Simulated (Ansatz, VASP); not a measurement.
**P: VASP beside Ansatz**

```
CELL_PARAMETERS angstrom
-3.28373 0.00000 0.00000
0.00000 -34.85703 4.63208
0.00000 0.19760 10.75110
ATOMIC_POSITIONS crystal
P 0.00000 0.03233 0.45662
P 0.00000 0.02989 0.02682
P 0.00000 0.97498 0.83277
P 0.00000 0.97255 0.40297
P 0.50000 0.97421 0.69708
P 0.50000 0.97178 0.26729
P 0.50000 0.03310 0.59231
P 0.50000 0.03066 0.16251
```

Alike in both runs: task single point; functional PBEsol; k mesh 8 × 1 × 3; occupations gaussian, width 0.05 eV; no spin polarisation.

|  | VASP | Ansatz |
| --- | --- | --- |
| version | VASP 6.6.1 | Ansatz 0.2.0 |
| potentials or method | VASP PAW PBE potentials, release 64 (P), cutoff 520 eV | scalar-relativistic, plane waves, PAW |
| valence electrons in the cell | 40 | 40 |

Ansatz gave:

- gap on the k mesh at the Fermi level (eV): none
- rms of the force components (eV/Å): 0.269

What did VASP give for the same quantities?

gap on the k mesh at the Fermi level (eV): none; rms of the force components (eV/Å): 0.274.

VASP's potentials were made for PBE, not for PBEsol. Atom by atom the forces differ by 0.013 eV/Å (rms over components). A gap of «none» marks a metal or a gap that the smearing closes.
